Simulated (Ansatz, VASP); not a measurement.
# Two plane-wave programs on CoSi2

INCAR

```
SYSTEM = CoSi2
  ALGO = Normal
  EDIFF = 1E-6
  ENCUT = 520
  GGA = PE
  ISIF = 2
  ISMEAR = 0
  LASPH = .TRUE.
  LCHARG = .FALSE.
  LREAL = .FALSE.
  LWAVE = .FALSE.
  NBANDS = 16
  NELM = 100
  PREC = Accurate
  SIGMA = 0.15
```

Contents of KPOINTS:

```
k-points
0
G
  18 18 18
  0 0 0
```

The input POSCAR:

```
CoSi2
1.0
    0.0000000000      2.9113430611      2.2708475877
    2.9113430611      0.0000000000      2.2708475877
    2.9113430611      2.9113430611      0.0000000000
Co Si
1 2
Direct
    0.0000000000      0.0000000000      0.0000000000
    0.2500000000      0.2500000000      0.2500000000
    0.7500000000      0.7500000000      0.7500000000
```

Input for Ansatz:

```yaml
crystal:
  lattice:
    - [0.0, 2.9113430611, 2.2708475877]
    - [2.9113430611, 0.0, 2.2708475877]
    - [2.9113430611, 2.9113430611, 0.0]
  atoms:
    - { symbol: Co, position: [0.0, 0.0, 0.0] }
    - { symbol: Si, position: [0.25, 0.25, 0.25] }
    - { symbol: Si, position: [0.75, 0.75, 0.75] }
basis:
  ecutwfc: 420
kpoints:
  mp_grid: { grid: [18, 18, 18] }
hamiltonian:
  xc: pbe
scf:
  occupations: { method: gaussian, width: 0.15 }
output:
  forces: true
  stress: true
  eigenvalues: true
```

Alike in both runs: task single point; functional PBE; k mesh 18 × 18 × 18; occupations gaussian, width 0.15 eV; no spin polarisation.

|  | VASP | Ansatz |
| --- | --- | --- |
| version | VASP 6.6.1 | Ansatz 0.2.0 |
| potentials or method | VASP PAW PBE potentials, release 64 (Co, Si), cutoff 520 eV | scalar-relativistic, plane waves, PAW |
| valence electrons in the cell | 17 | 25 |

```csv
,VASP,Ansatz,Ansatz less VASP
gap on the k mesh at the Fermi level (eV),none,none,-
pressure (GPa),6.3,6.4,+0.18
"traceless stress, the component that is largest in VASP (GPa)",30.85,31.00,+0.156
```

A gap of «none» marks a metal or a gap that the smearing closes. VASP's potentials hold 17 valence electrons a cell and Ansatz's 25, so a difference there can come from the potentials and not from the codes.
